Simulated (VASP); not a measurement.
# Rh in VASP: further runs, part 2 of 2

VASP 6.6.1. Earlier steps stand in the parts before.

## 5. Single point, LDA (volume scaled by 1.02)

INCAR

```
SYSTEM = Rh
ALGO = Normal
EDIFF = 1E-7
ENCUT = 520
GGA = CA
ISIF = 2
ISMEAR = -1
LASPH = .True.
LCHARG = .True.
LELF = .True.
LREAL = .False.
LVHAR = .True.
LWAVE = .False.
NBANDS = 14
NELM = 60
PREC = Accurate
SIGMA = 0.05
```

KPOINTS

```
k-points
0
Gamma
  12 12 12
  0 0 0
```

POSCAR

```
Rh
1.0
    0.0000000000      1.9104189093      1.9104189093
    1.9104189093      0.0000000000      1.9104189093
    1.9104189093      1.9104189093      0.0000000000
Rh
1
Direct
    0.0000000000      0.0000000000      0.0000000000
```

Potentials or basis: VASP PAW LDA potentials, release 64 (Rh_pv).

The run is started by

```bash
$ cat potpaw_LDA.64/Rh_pv/POTCAR > POTCAR
$ mpirun -np 1 vasp_std > vasp.out
```

OUTCAR:

```text
SYSTEM = Rh
   EDIFF = 1E-7
   ENCUT = 520
   GGA = CA
   ISIF = 2
   ISMEAR = -1
   LASPH = .True.
   LREAL = .False.
   NELM = 60
   PREC = Accurate

 ion  position               nearest neighbor table
   1  0.000  0.000  0.000-

  LATTYP: Found a face centered cubic cell.
 ALAT       =     3.8208378186

  Lattice vectors:

 A1 = (   0.0000000000,   1.9104189093,   1.9104189093)
 A2 = (   1.9104189093,   0.0000000000,   1.9104189093)
 A3 = (   1.9104189093,   1.9104189093,   0.0000000000)

Analysis of symmetry for initial positions (statically):
[... 33 lines left out ...]
                                     Primitive cell

  volume of cell :      13.9449

  direct lattice vectors                    reciprocal lattice vectors
     0.000000000  1.910418909  1.910418909    -0.261722703  0.261722703  0.261722703
     1.910418909  0.000000000  1.910418909     0.261722703 -0.261722703  0.261722703
     1.910418909  1.910418909  0.000000000     0.261722703  0.261722703 -0.261722703

  length of vectors
     2.701740331  2.701740331  2.701740331     0.453317018  0.453317018  0.453317018

  position of ions in fractional coordinates (direct lattice)
     0.000000000  0.000000000  0.000000000

  ion indices of the primitive-cell ions
[... 125 lines left out ...]
 fundamental gap:      0.1214041861
 Fermi energy:        11.4537762740

 k-point     1 :       0.0000    0.0000    0.0000
  band No.  band energies     occupation
      1     -34.7142      2.00000
      2     -34.7142      2.00000
      3     -34.7142      2.00000
      4       3.5230      2.00000
      5       8.3929      2.00000
      6       8.3929      2.00000
      7       8.3929      2.00000
      8      10.4692      2.00000
      9      10.4692      2.00000
     10      27.4116      0.00000
     11      31.7932      0.00000
     12      32.7335      0.00000
     13      32.7335      0.00000
     14      32.7335      0.00000
[... 377 lines left out ...]
      1     -35.3583      2.00000
      2     -34.9416      2.00000
      3     -34.8390      2.00000
      4       6.1130      2.00000
      5       7.7616      2.00000
      6       8.9947      2.00000
      7       9.4049      2.00000
      8      11.6888      0.01802
      9      15.4983      0.00000
     10      19.9846      0.00000
     11      27.3783      0.00000
     12      30.1362      0.00000
     13      31.7307      0.00000
     14      31.7952      0.00000

 [... further k-points ...]
[... 5 lines left out ...]
  --------------------------------------------------------------------------------------
  -------------------------------------------------------------------------------------
  Total       -1.2317977     -1.2317977     -1.2317977      0.0000000      0.0000000      0.0000000
  in kB     -141.5253172   -141.5253172   -141.5253172      0.0000000      0.0000000      0.0000000
  external PRESSURE =    -141.5253172 kB  Pullay stress =       0.0000000 kB

 VOLUME and BASIS-vectors are now :
 -----------------------------------------------------------------------------
  energy-cutoff  :      520.00
  volume of cell :       13.94
      direct lattice vectors                 reciprocal lattice vectors
     0.000000000  1.910418909  1.910418909    -0.261722703  0.261722703  0.261722703
     1.910418909  0.000000000  1.910418909     0.261722703 -0.261722703  0.261722703
     1.910418909  1.910418909  0.000000000     0.261722703  0.261722703 -0.261722703

 POSITION                                       TOTAL-FORCE (eV/Angst)
 -----------------------------------------------------------------------------------
      0.00000      0.00000      0.00000         0.000000     -0.000000     -0.000000
 -----------------------------------------------------------------------------------
    total drift:                                0.000000      0.000000      0.000000

  FREE ENERGIE OF THE ION-ELECTRON SYSTEM (eV)
  ---------------------------------------------------
  free  energy   TOTEN  =        -8.6605842721 eV

  energy  without entropy=       -8.6520632532  energy(sigma->0) =       -8.65632376
```

OSZICAR:

```text
N       E                     dE             d eps       ncg     rms          rms(c)
DAV:   1     0.118764736932E+03    0.11876E+03   -0.87671E+03  2016   0.115E+03
DAV:   2    -0.766052238334E+01   -0.12643E+03   -0.12069E+03  2190   0.342E+02
DAV:   3    -0.924339910491E+01   -0.15829E+01   -0.15804E+01  2406   0.420E+01
DAV:   4    -0.924932618512E+01   -0.59271E-02   -0.59269E-02  2340   0.263E+00
DAV:   5    -0.924937916493E+01   -0.52980E-04   -0.52979E-04  2388   0.220E-01    0.102E+01
DAV:   6    -0.868476174203E+01    0.56462E+00   -0.94293E-01  2130   0.135E+01    0.325E+00
DAV:   7    -0.866589427009E+01    0.18867E-01   -0.15229E-02  2256   0.142E+00    0.159E+00
DAV:   8    -0.866068432355E+01    0.52099E-02   -0.38159E-03  2196   0.855E-01    0.152E-01
DAV:   9    -0.866057837876E+01    0.10594E-03   -0.10333E-04  2190   0.140E-01    0.330E-02
DAV:  10    -0.866058430826E+01   -0.59295E-05   -0.23864E-06  2226   0.177E-02    0.153E-03
DAV:  11    -0.866058427210E+01    0.36165E-07   -0.11410E-07  1612   0.464E-03
   1 F= -.86605843E+01 E0= -.86563238E+01  d E =-.852102E-02
```

Wall time 6.9 s (1 thread of Intel Xeon Platinum 8375C at 2.90GHz (Ice Lake), shared host); peak memory 0.13 GiB.

What came out:

| Property | Result |
| --- | --- |
| Free energy | -8.6606 eV |
| Pressure | -14.2 GPa |

## 6. Single point, LDA (volume scaled by 1.04)

INCAR

```
  PREC = Accurate
  ENCUT = 520
  EDIFF = 1E-6
  ISMEAR = -1
  SIGMA = 0.05
  LREAL = F
  LASPH = T
  NELM = 100
  ALGO = Normal
  ISIF = 2
  LWAVE = F
  LCHARG = F
  GGA = CA
  NBANDS = 14
```

KPOINTS

```
regular mesh
0
Gamma
  12 12 12
```

POSCAR

```
Rh
1.0
    0.0000000000      1.9228245745      1.9228245745
    1.9228245745      0.0000000000      1.9228245745
    1.9228245745      1.9228245745      0.0000000000
Rh
1
Direct
    0.0000000000      0.0000000000      0.0000000000
```

Potentials or basis: VASP PAW LDA potentials, release 64 (Rh_pv).

The run is started by

```bash
$ cat potpaw_LDA.64/Rh_pv/POTCAR > POTCAR
$ mpirun -np 1 vasp_std > vasp.out
```

OUTCAR:

```text
PREC = Accurate
   ENCUT = 520
   EDIFF = 1E-6
   ISMEAR = -1
   LREAL = F
   LASPH = T
   NELM = 100
   ISIF = 2
   GGA = CA

 ion  position               nearest neighbor table
   1  0.000  0.000  0.000-

  LATTYP: Found a face centered cubic cell.
 ALAT       =     3.8456491490

  Lattice vectors:

 A1 = (   0.0000000000,   1.9228245745,   1.9228245745)
 A2 = (   1.9228245745,   0.0000000000,   1.9228245745)
 A3 = (   1.9228245745,   1.9228245745,   0.0000000000)

Analysis of symmetry for initial positions (statically):
[... 33 lines left out ...]
                                     Primitive cell

  volume of cell :      14.2183

  direct lattice vectors                    reciprocal lattice vectors
     0.000000000  1.922824575  1.922824575    -0.260034122  0.260034122  0.260034122
     1.922824575  0.000000000  1.922824575     0.260034122 -0.260034122  0.260034122
     1.922824575  1.922824575  0.000000000     0.260034122  0.260034122 -0.260034122

  length of vectors
     2.719284591  2.719284591  2.719284591     0.450392311  0.450392311  0.450392311

  position of ions in fractional coordinates (direct lattice)
     0.000000000  0.000000000  0.000000000

  ion indices of the primitive-cell ions
   primitive index   ion index
[... 123 lines left out ...]
 cond. band min:      11.1368043555   @ k =   0.3333   0.1667   0.0000
 fundamental gap:      0.1169874932
 Fermi energy:        11.0995374079

 k-point     1 :       0.0000    0.0000    0.0000
  band No.  band energies     occupation
      1     -35.0330      2.00000
      2     -35.0330      2.00000
      3     -35.0330      2.00000
      4       3.3135      2.00000
      5       8.1311      2.00000
      6       8.1311      2.00000
      7       8.1311      2.00000
      8      10.1449      2.00000
      9      10.1449      2.00000
     10      27.0715      0.00000
     11      31.4938      0.00000
     12      32.2830      0.00000
     13      32.2830      0.00000
     14      32.2830      0.00000
[... 377 lines left out ...]
      1     -35.6349      2.00000
      2     -35.2457      2.00000
      3     -35.1500      2.00000
      4       5.9032      2.00000
      5       7.5228      2.00000
      6       8.7186      2.00000
      7       9.1131      2.00000
      8      11.3278      0.02060
      9      15.0784      0.00000
     10      19.4539      0.00000
     11      26.9100      0.00000
     12      29.6346      0.00000
     13      31.1582      0.00000
     14      31.4969      0.00000

 [... further k-points ...]
[... 5 lines left out ...]
  --------------------------------------------------------------------------------------
  -------------------------------------------------------------------------------------
  Total       -1.6510743     -1.6510743     -1.6510743     -0.0000000     -0.0000000     -0.0000000
  in kB     -186.0493717   -186.0493717   -186.0493717     -0.0000000     -0.0000000     -0.0000000
  external PRESSURE =    -186.0493717 kB  Pullay stress =       0.0000000 kB

 VOLUME and BASIS-vectors are now :
 -----------------------------------------------------------------------------
  energy-cutoff  :      520.00
  volume of cell :       14.22
      direct lattice vectors                 reciprocal lattice vectors
     0.000000000  1.922824575  1.922824575    -0.260034122  0.260034122  0.260034122
     1.922824575  0.000000000  1.922824575     0.260034122 -0.260034122  0.260034122
     1.922824575  1.922824575  0.000000000     0.260034122  0.260034122 -0.260034122

 POSITION                                       TOTAL-FORCE (eV/Angst)
 -----------------------------------------------------------------------------------
      0.00000      0.00000      0.00000         0.000000     -0.000000      0.000000
 -----------------------------------------------------------------------------------
    total drift:                                0.000000      0.000000      0.000000

  FREE ENERGIE OF THE ION-ELECTRON SYSTEM (eV)
  ---------------------------------------------------
  free  energy   TOTEN  =        -8.6327355796 eV

  energy  without entropy=       -8.6238446946  energy(sigma->0) =       -8.62829014
```

Wall time 6.6 s (1 thread of Intel Xeon Platinum 8375C at 2.90GHz (Ice Lake), shared host); peak memory 0.13 GiB.

What came out:

```yaml
Free_energy: -8.6327 eV
Pressure: -18.6 GPa
```

## 7. Overview

```tsv
level	potentials or basis	cell	smearing	gap on the mesh (eV)	pressure (GPa)
BLYP	VASP PAW PBE potentials, release 64 (Rh_pv)	a = 2.714, b = 2.641, c = 2.656 Å, angles 60.8, 60.0, 61.3°, 1 atom	methfessel-paxton 0.1 eV	none	22.4
LDA	VASP PAW LDA potentials, release 64 (Rh_pv)	a = 2.629 Å, angles 60.0°, 1 atom	fermi-dirac 0.05 eV	none	10.6
LDA	VASP PAW LDA potentials, release 64 (Rh_pv)	a = 2.648 Å, angles 60.0°, 1 atom	fermi-dirac 0.05 eV	none	3.2
LDA	VASP PAW LDA potentials, release 64 (Rh_pv)	a = 2.702 Å, angles 60.0°, 1 atom	fermi-dirac 0.05 eV	none	-14.2
LDA	VASP PAW LDA potentials, release 64 (Rh_pv)	a = 2.719 Å, angles 60.0°, 1 atom	fermi-dirac 0.05 eV	none	-18.6
```

Alike in all rows: task single point; no spin polarisation; k mesh 12 × 12 × 12; cutoff (eV) 520.

Caveats: the PAW data sets were made with another functional, which shifts forces and pressure a little (some runs).

Total energies depend on the potentials used, so only differences within one code and one set of settings carry meaning.
